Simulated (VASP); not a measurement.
Wanted: the native input for a VASP 6.6.1 run.

```yaml
Task: single point
Functional: r2SCAN
Potentials_or_basis: VASP PAW PBE potentials, release 64 (Be)
Cutoff: 520 eV
k_mesh: 13 × 13 × 7
Occupations: fermi-dirac, width 0.05 eV
Spin: no spin polarisation
Dipole_correction: no
Further_INCAR_settings: ALGO = Normal; EDIFF = 1e-06; NBANDS = 9
```

The system is Be.

```
Be
1.0
     2.25560    0.00000    0.00000
    -1.12780    1.95341    0.00000
     0.00000    0.00000    3.55689
Be
2
Direct
  0.33333 0.66667 0.25000
  0.66667 0.33333 0.75000
```

One way to write it, as run:

POSCAR

```
Be
1.0
    2.2555980000      0.0000000000      0.0000000000
   -1.1277990000      1.9534050000      0.0000000000
    0.0000000000      0.0000000000      3.5568890000
Be
2
Direct
    0.3333330000      0.6666670000      0.2500000000
    0.6666670000      0.3333330000      0.7500000000
```

INCAR.step1

```
SYSTEM = Be
PREC = Accurate ; ENCUT = 520
ISMEAR = -1 ; SIGMA = 0.05
LREAL = .False. ; LASPH = .True.
NELM = 100 ; NBANDS = 9
GGA = PE ; ALGO = Normal
EDIFF = 1E-4 ; LWAVE = .True.
LCHARG = .False.
```

INCAR.step2

```
SYSTEM = Be
PREC = Accurate ; ENCUT = 520
EDIFF = 1E-6 ; ISMEAR = -1
SIGMA = 0.05 ; LREAL = .False.
LASPH = .True. ; NELM = 100
ALGO = Normal ; ISIF = 2
LWAVE = .False. ; LCHARG = .True.
METAGGA = R2SCAN ; LMIXTAU = .True.
LELF = .True. ; LVHAR = .True.
NBANDS = 9 ; ISTART = 1
```

KPOINTS

```
Automatic mesh
0
Gamma
  13 13 7
  0 0 0
```

Potentials or basis: VASP PAW PBE potentials, release 64 (Be).

Run with:

```console
$ cat potpaw_PBE.64/Be/POTCAR > POTCAR
$ cp INCAR.step1 INCAR
$ mpirun -np 1 vasp_std > vasp.out
$ cp INCAR.step2 INCAR
$ mpirun -np 1 vasp_std > vasp.out
```

Results of the run:

| Quantity | Value |
| --- | --- |
| Pressure | 1.4 GPa |
| Band gap on the k mesh | zero (band 2 reaches 8.39 eV, above the bottom of band 3 at 6.64 eV) |

Caveat: the PAW data sets were made with another functional, which shifts forces and pressure a little.

It took 20 s on 1 thread of Intel Xeon 6975P-C (shared host), peak memory 0.13 GiB.
